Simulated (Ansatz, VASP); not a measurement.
Mg2C: VASP beside Ansatz

The input POSCAR:

```
Mg2C
1.0
    0.0000000000      2.7109426082      2.7109426082
    2.7109426082      0.0000000000      2.7109426082
    2.7109426082      2.7109426082      0.0000000000
C Mg
1 2
Direct
    0.0000000000      0.0000000000      0.0000000000
    0.2500000000      0.2500000000      0.2500000000
    0.7500000000      0.7500000000      0.7500000000
```

File INCAR.step1:

```
SYSTEM = Mg2C
ALGO = Normal ; EDIFF = 1E-5
ENCUT = 520 ; GGA = PE
ISIF = 2 ; ISMEAR = 0
LASPH = .TRUE. ; LCHARG = .FALSE.
LREAL = .FALSE. ; LWAVE = .TRUE.
NBANDS = 11 ; NELM = 80
PREC = Accurate ; SIGMA = 0.01
```

The input INCAR.step2:

```
SYSTEM = Mg2C
ALGO = Normal ; EDIFF = 1E-6
ENCUT = 520 ; GGA = PE
HFSCREEN = 0.2079 ; ISIF = 2
ISMEAR = 0 ; ISTART = 1
LASPH = .TRUE. ; LCHARG = .FALSE.
LHFCALC = .TRUE. ; LREAL = .FALSE.
LWAVE = .FALSE. ; NBANDS = 11
NELM = 80 ; PREC = Accurate
PRECFOCK = Normal ; SIGMA = 0.01
```

File KPOINTS:

```
k-points
0
G
  6 6 6
  0 0 0
```

Input for Ansatz:

```yaml
crystal:
  lattice:
    - [0.0, 2.7109426082, 2.7109426082]
    - [2.7109426082, 0.0, 2.7109426082]
    - [2.7109426082, 2.7109426082, 0.0]
  atoms:
    - { symbol: C, position: [0.0, 0.0, 0.0] }
    - { symbol: Mg, position: [0.25, 0.25, 0.25] }
    - { symbol: Mg, position: [0.75, 0.75, 0.75] }
kpoints:
  mp_grid: { grid: [6, 6, 6] }
  band_path:
    path:
      - [0.0, 0.0, 0.0]
      - [0.5, 0.0, 0.5]
      - [0.625, 0.25, 0.625]
      - [0.375, 0.375, 0.75]
      - [0.5, 0.5, 0.5]
      - [0.5, 0.25, 0.75]
      - [0.0375, 0.0375, 0.075]
    npoints: 1
hamiltonian:
  xc: hse06
scf:
  occupations: { method: fixed }
  n_extra_bands: 4
output:
  forces: true
  stress: true
  eigenvalues: true
```

Alike in both runs: task single point; functional HSE06; k mesh 6 × 6 × 6; no spin polarisation.

|  | VASP | Ansatz |
| --- | --- | --- |
| version | VASP 6.6.1 | Ansatz 0.2.0 |
| potentials or method | VASP PAW PBE potentials, release 64 (C, Mg) | plane waves, PAW |
| plane-wave cutoff (eV) | 520 | 420 |
| occupations | gaussian, width 0.01 eV | fixed |
| valence electrons in the cell | 8 | 24 |

VASP gave:

| Property | Result |
| --- | --- |
| gap on the k mesh at the Fermi level (eV) | 1.39 |
| pressure (GPa) | -0.6 |

What did Ansatz give for the same quantities?

gap on the k mesh at the Fermi level (eV): 1.40; pressure (GPa): -0.5.

VASP's potentials hold 8 valence electrons a cell and Ansatz's 24, so a difference there can come from the potentials and not from the codes. Ansatz's warnings: stress exchange threshold loose, stress scf threshold loose.
